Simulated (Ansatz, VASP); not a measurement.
**TaTiGe4 in VASP and in Ansatz**

INCAR

```
  ALGO = Normal
  EDIFF = 1E-7
  ENCUT = 520
  GGA = PE
  ISIF = 2
  ISMEAR = 0
  LASPH = True
  LCHARG = False
  LREAL = False
  LWAVE = False
  NBANDS = 48
  NELM = 60
  PREC = Accurate
  SIGMA = 0.1
```

File KPOINTS:

```
k-points
0
Gamma
  4 4 4
```

The input POSCAR:

```
TaTiGe4
1.0
    0.0000000000      4.3506821000      4.4343361000
    2.5354921000      0.0000000000      4.4343361000
    2.5354921000      4.3506821000      0.0000000000
Ti Ta Ge
1 1 4
Direct
    0.5000000000      0.5000000000      0.5000000000
    0.7500000000      0.7500000000      0.7500000000
    0.0836860000      0.4163140000      0.0836860000
    0.1618030000      0.8381970000      0.1618030000
    0.8381970000      0.1618030000      0.8381970000
    0.4163140000      0.0836860000      0.4163140000
```

Input for Ansatz:

```yaml
crystal:
  lattice:
    - [0.0, 4.3506821, 4.4343361]
    - [2.5354921, 0.0, 4.4343361]
    - [2.5354921, 4.3506821, 0.0]
  atoms:
    - { symbol: Ti, position: [0.5, 0.5, 0.5] }
    - { symbol: Ta, position: [0.75, 0.75, 0.75] }
    - { symbol: Ge, position: [0.083686, 0.416314, 0.083686] }
    - { symbol: Ge, position: [0.161803, 0.838197, 0.161803] }
    - { symbol: Ge, position: [0.838197, 0.161803, 0.838197] }
    - { symbol: Ge, position: [0.416314, 0.083686, 0.416314] }
basis:
  ecutwfc: 420
kpoints:
  mp_grid: { grid: [4, 4, 4] }
hamiltonian:
  xc: pbe
scf:
  occupations: { method: gaussian, width: 0.1 }
  lower_state_search: "off"
output:
  forces: true
  stress: true
  eigenvalues: true
```

Alike in both runs: task single point; functional PBE; k mesh 4 × 4 × 4; occupations gaussian, width 0.1 eV; no spin polarisation.

|  | VASP | Ansatz |
| --- | --- | --- |
| version | VASP 6.6.1 | Ansatz 0.2.0 |
| potentials or method | VASP PAW PBE potentials, release 64 (Ti_sv, Ta_pv, Ge_d), cutoff 520 eV | scalar-relativistic, plane waves, PAW |
| valence electrons in the cell | 79 | 81 |

Ansatz gave:

```
gap on the k mesh at the Fermi level (eV)                     : none
pressure (GPa)                                                : -0.2
traceless stress, the component that is largest in VASP (GPa) : 0.13
rms of the force components (eV/Å)                            : 0.029
```

What did VASP give for the same quantities?

gap on the k mesh at the Fermi level (eV): none; pressure (GPa): 0.0; traceless stress, the component that is largest in VASP (GPa): 0.16; rms of the force components (eV/Å): 0.029.

Atom by atom the forces differ by 0.001 eV/Å (rms over components). A gap of «none» marks a metal or a gap that the smearing closes. With one functional, cell and mesh, what is left measures potentials, basis and numerics. VASP's potentials hold 79 valence electrons a cell and Ansatz's 81, so a difference there can come from the potentials and not from the codes.

The k mesh is coarse, so the values compare programs but aren't converged. Spin-orbit coupling is off throughout.
